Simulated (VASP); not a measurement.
# Bi (P6_3/mmc) in VASP: single point with r2SCAN

Aim: the single point of Bi with r2SCAN.

Program: VASP 6.6.1. These are calculated values, not measurements. Logs are shortened: lines on timing, memory, paths and dates and some standing lists are left out, and cuts for length are marked.

### Step 1. The cell of the first run

It takes space group P6_3/mmc (No. 194, hexagonal). The conventional cell has a = 3.524 Å, b = 3.524 Å, c = 5.798 Å, α = 90.00°, β = 90.00°, γ = 120.00°. Bi (site symmetry -6m2) has 12 Bi at 3.52 to 3.54 Å within 4.6 Å.

This isn't the form of Bi at room conditions, which is rhombohedral.

### Step 2. Single point, r2SCAN, non-collinear spin, zero start, spin-orbit coupling

POSCAR reads:

```
Bi
1.0
    3.5237269157      0.0000000000      0.0000000000
   -1.7618634579      3.0516370249      0.0000000000
    0.0000000000      0.0000000000      5.7975240340
Bi
2
Direct
    0.3333333333      0.6666666667      0.2500000000
    0.6666666667      0.3333333333      0.7500000000
```

INCAR.step1 reads:

```
SYSTEM = Bi
PREC = Accurate
ENCUT = 520
ISMEAR = -1
SIGMA = 0.1
LREAL = .FALSE.
LASPH = .TRUE.
NELM = 150
LNONCOLLINEAR = .TRUE.
MAGMOM = 0 0 0 0 0 0
LSORBIT = .TRUE.
GGA_COMPAT = .FALSE.
NBANDS = 42
GGA = PE
ALGO = Normal
EDIFF = 1E-4
LWAVE = .TRUE.
LCHARG = .FALSE.
```

INCAR.step2 reads:

```
SYSTEM = Bi
PREC = Accurate
ENCUT = 520
EDIFF = 1E-6
ISMEAR = -1
SIGMA = 0.1
LREAL = .FALSE.
LASPH = .TRUE.
NELM = 150
ALGO = Normal
ISIF = 2
LWAVE = .FALSE.
LCHARG = .FALSE.
LNONCOLLINEAR = .TRUE.
MAGMOM = 0 0 0 0 0 0
LORBIT = 11
LSORBIT = .TRUE.
GGA_COMPAT = .FALSE.
LORBMOM = .TRUE.
METAGGA = R2SCAN
LMIXTAU = .TRUE.
NBANDS = 42
ISTART = 1
```

KPOINTS reads:

```
regular mesh
0
G
  10 10 6
  0 0 0
```

Potentials or basis: VASP PAW PBE potentials, release 64 (Bi_d).

Launch:

```console
$ cat potpaw_PBE.64/Bi_d/POTCAR > POTCAR
$ cp INCAR.step1 INCAR
$ mpirun -np 1 vasp_ncl > vasp.out
$ cp INCAR.step2 INCAR
$ mpirun -np 1 vasp_ncl > vasp.out
```

OUTCAR:

```text
SYSTEM = Bi
   PREC = Accurate
   ENCUT = 520
   EDIFF = 1E-6
   ISMEAR = -1
   LREAL = .FALSE.
   LASPH = .TRUE.
   NELM = 150
   ISIF = 2
   LNONCOLLINEAR = .TRUE.
   LORBIT = 11
   LSORBIT = .TRUE.
   METAGGA = R2SCAN
   ISTART = 1

 ion  position               nearest neighbor table
   1  0.333  0.667  0.250-   2 3.54   2 3.54   2 3.54   2 3.54   2 3.54   2 3.54
   2  0.667  0.333  0.750-   1 3.54   1 3.54   1 3.54   1 3.54   1 3.54   1 3.54

  LATTYP: Found a hexagonal cell.
 ALAT       =     3.5237269157
 C/A-ratio  =     1.6452818770

  Lattice vectors:

 A1 = (   3.5237269157,   0.0000000000,   0.0000000000)
 A2 = (  -1.7618634579,   3.0516370249,   0.0000000000)
 A3 = (   0.0000000000,   0.0000000000,   5.7975240340)

Analysis of symmetry for initial positions (statically):
=====================================================================
 Subroutine PRICEL returns:
 Original cell was already a primitive cell.

 Routine SETGRP: Setting up the symmetry group for a
 hexagonal supercell.

 Subroutine GETGRP returns: Found 24 space group operations
 (whereof 12 operations were pure point group operations)
 out of a pool of 24 trial point group operations.

The static configuration has the point symmetry D_3d.
 The point group associated with its full space group is D_6h.

Analysis of symmetry for dynamics (positions and initial velocities):
=====================================================================
 Subroutine PRICEL returns:
 Original cell was already a primitive cell.

 Routine SETGRP: Setting up the symmetry group for a
 hexagonal supercell.

 Subroutine GETGRP returns: Found 24 space group operations
 (whereof 12 operations were pure point group operations)
 out of a pool of 24 trial point group operations.

The dynamic configuration has the point symmetry D_3d.
 The point group associated with its full space group is D_6h.

Analysis of structural, dynamic, and magnetic symmetry:
=====================================================================
 Subroutine PRICEL returns:
 Original cell was already a primitive cell.

 Routine SETGRP: Setting up the symmetry group for a
 hexagonal supercell.

 Subroutine GETGRP returns: Found 24 space group operations
 (whereof 12 operations were pure point group operations)
 out of a pool of 24 trial point group operations.

The overall configuration has the point symmetry D_3d.
 The point group associated with its full space group is D_6h.

 Subroutine INISYM returns: Found 24 space group operations
 (whereof 12 operations are pure point group operations),
 and found     1 'primitive' translations

----------------------------------------------------------------------------------------

                                     Primitive cell

  volume of cell :      62.3416

  direct lattice vectors                    reciprocal lattice vectors
     3.523726916  0.000000000  0.000000000     0.283790437  0.163846485  0.000000000
    -1.761863458  3.051637025  0.000000000     0.000000000  0.327692970  0.000000000
     0.000000000  0.000000000  5.797524034     0.000000000  0.000000000  0.172487426

  length of vectors
     3.523726916  3.523726916  5.797524034     0.327692970  0.327692970  0.172487426

  position of ions in fractional coordinates (direct lattice)
     0.333333333  0.666666667  0.250000000
     0.666666667  0.333333333  0.750000000

  ion indices of the primitive-cell ions
   primitive index   ion index
                 1           1
                 2           2

----------------------------------------------------------------------------------------

 KPOINTS: regular mesh

Automatic generation of k-mesh.
 Grid dimensions read from file:
 generate k-points for:   10   10    6

 Generating k-lattice:

  Cartesian coordinates                     Fractional coordinates (reciprocal lattice)
     0.028379044  0.016384648  0.000000000     0.100000000 -0.000000000  0.000000000
[... 101 lines left out ...]

 Free energy of the ion-electron system (eV)
  ---------------------------------------------------
  ext. energy  EPLUGINS =         0.00000000
  ---------------------------------------------------
  free energy    TOTEN  =      -118.12370253 eV

  energy without entropy =     -118.08588008  energy(sigma->0) =     -118.10479130

 E-fermi :   7.8464     XC(G=0): -11.0165

 val. band max:        7.8326940888   @ k =   0.4000   0.1000   0.1667
 cond. band min:       7.8559763901   @ k =   0.3000   0.3000   0.1667
 fundamental gap:      0.0232823014
 Fermi energy:         7.8464339747

 k-point     1 :       0.0000    0.0000    0.0000
  band No.  band energies     occupation
      1     -17.4863      1.00000
      2     -17.4863      1.00000
      3     -17.4860      1.00000
      4     -17.4860      1.00000
      5     -17.4766      1.00000
      6     -17.4766      1.00000
[... 1069 lines left out ...]
     41      17.4689      0.00000
     42      17.4689      0.00000

 [... further k-points ...]

------------------------ aborting loop because EDIFF is reached ----------------------------------------

  FORCE on cell =-STRESS in cart. coord.  units (eV):
  Direction    XX          YY          ZZ          XY          YZ          ZX
  --------------------------------------------------------------------------------------
  -------------------------------------------------------------------------------------
  Total        0.3995684      0.3995684      0.5516030     -0.0000000      0.0000000      0.0000000
  in kB       10.2689039     10.2689039     14.1761901     -0.0000000      0.0000000      0.0000000
  external PRESSURE =      11.5713327 kB  Pullay stress =       0.0000000 kB

 VOLUME and BASIS-vectors are now :
 -----------------------------------------------------------------------------
  energy-cutoff  :      520.00
  volume of cell :       62.34
      direct lattice vectors                 reciprocal lattice vectors
     3.523726916  0.000000000  0.000000000     0.283790437  0.163846485  0.000000000
    -1.761863458  3.051637025  0.000000000     0.000000000  0.327692970  0.000000000
     0.000000000  0.000000000  5.797524034     0.000000000  0.000000000  0.172487426

 POSITION                                       TOTAL-FORCE (eV/Angst)
 -----------------------------------------------------------------------------------
     -0.00000      2.03442      1.44938         0.000000      0.000000      0.000000
      1.76186      1.01721      4.34814        -0.000000     -0.000000     -0.000000
 -----------------------------------------------------------------------------------
    total drift:                                0.000000      0.000000      0.000000

  FREE ENERGIE OF THE ION-ELECTRON SYSTEM (eV)
  ---------------------------------------------------
  free  energy   TOTEN  =      -118.1237025326 eV

  energy  without entropy=     -118.0858800761  energy(sigma->0) =     -118.10479130

 orbital moment (x)

 # of ion     p       d       tot
 ----------------------------------------
  1        -0.000  -0.000  -0.000
  2        -0.000  -0.000  -0.000
 ----------------------------------------
           -0.000  -0.000  -0.000

 orbital moment (y)

 # of ion     p       d       tot
 ----------------------------------------
  1         0.000  -0.000   0.000
  2        -0.000  -0.000  -0.000
 ----------------------------------------
            0.000  -0.000   0.000

 orbital moment (z)

 # of ion     p       d       tot
 ----------------------------------------
  1         0.000   0.000   0.000
  2         0.000  -0.000  -0.000
 ----------------------------------------
            0.000   0.000   0.000

 Spin-Orbit-Coupling matrix elements

 Ion:    1  E_soc:     -1.6879980
 l=   1
     0.0000000    -0.2164643    -0.2178501
    -0.2164643     0.0000000    -0.2164643
    -0.2178501    -0.2164643     0.0000000
 l=   2
     0.0000000    -0.0128491     0.0000000    -0.0128491    -0.0516297
    -0.0128491     0.0000000    -0.0387069    -0.0127806    -0.0128491
     0.0000000    -0.0387069     0.0000000    -0.0387069     0.0000000
    -0.0128491    -0.0127806    -0.0387069     0.0000000    -0.0128491
    -0.0516297    -0.0128491     0.0000000    -0.0128491     0.0000000
 l=   3
     0.0000000     0.0000000     0.0000000     0.0000000     0.0000000     0.0000000     0.0000000
     0.0000000     0.0000000     0.0000000     0.0000000     0.0000000     0.0000000     0.0000000
     0.0000000     0.0000000     0.0000000     0.0000000     0.0000000     0.0000000     0.0000000
     0.0000000     0.0000000     0.0000000     0.0000000     0.0000000     0.0000000     0.0000000
     0.0000000     0.0000000     0.0000000     0.0000000     0.0000000     0.0000000     0.0000000
     0.0000000     0.0000000     0.0000000     0.0000000     0.0000000     0.0000000     0.0000000
     0.0000000     0.0000000     0.0000000     0.0000000     0.0000000     0.0000000     0.0000000

 Ion:    2  E_soc:     -1.6879980
 l=   1
     0.0000000    -0.2164643    -0.2178501
    -0.2164643     0.0000000    -0.2164643
    -0.2178501    -0.2164643     0.0000000
 l=   2
     0.0000000    -0.0128491     0.0000000    -0.0128491    -0.0516297
    -0.0128491     0.0000000    -0.0387069    -0.0127806    -0.0128491
     0.0000000    -0.0387069     0.0000000    -0.0387069     0.0000000
    -0.0128491    -0.0127806    -0.0387069     0.0000000    -0.0128491
    -0.0516297    -0.0128491     0.0000000    -0.0128491     0.0000000
 l=   3
     0.0000000     0.0000000     0.0000000     0.0000000     0.0000000     0.0000000     0.0000000
     0.0000000     0.0000000     0.0000000     0.0000000     0.0000000     0.0000000     0.0000000
     0.0000000     0.0000000     0.0000000     0.0000000     0.0000000     0.0000000     0.0000000
     0.0000000     0.0000000     0.0000000     0.0000000     0.0000000     0.0000000     0.0000000
     0.0000000     0.0000000     0.0000000     0.0000000     0.0000000     0.0000000     0.0000000
     0.0000000     0.0000000     0.0000000     0.0000000     0.0000000     0.0000000     0.0000000
     0.0000000     0.0000000     0.0000000     0.0000000     0.0000000     0.0000000     0.0000000

 total charge

# of ion       s       p       d       tot
------------------------------------------
    1        1.517   1.286   9.908  12.711
    2        1.517   1.286   9.908  12.711
--------------------------------------------------
tot          3.034   2.572  19.816  25.423

 magnetization (x)

# of ion       s       p       d       tot
------------------------------------------
    1       -0.000   0.000   0.000  -0.000
    2        0.000  -0.000   0.000  -0.000
--------------------------------------------------
tot         -0.000  -0.000   0.000  -0.000

 magnetization (y)

# of ion       s       p       d       tot
------------------------------------------
    1       -0.000   0.000  -0.000  -0.000
    2        0.000   0.000  -0.000  -0.000
--------------------------------------------------
tot          0.000   0.000  -0.000  -0.000

 magnetization (z)

# of ion       s       p       d       tot
------------------------------------------
    1        0.000   0.000   0.000   0.000
    2        0.000   0.000   0.000   0.000
--------------------------------------------------
tot          0.000   0.000   0.000   0.000
```

Run time: 12 min. Hardware: 1 thread of Intel Xeon 6975P-C (Granite Rapids), shared host; peak memory 0.51 GiB.

Results:

* Free energy: -118.1237 eV
* Pressure: 1.2 GPa
* Net moment: 0.00 μB per cell
* Valence electrons inside the program's atomic spheres: Bi 12.71

Stress tensor (GPa, compression positive):
```
1.03 0.00 0.00
0.00 1.03 0.00
0.00 0.00 1.42
```

Moments on the atoms (μB; x, y, z):
```
Bi  0.00 0.00 0.00
Bi  0.00 0.00 0.00
```

Caveat: the PAW data sets were made with another functional, which shifts forces and pressure a little.
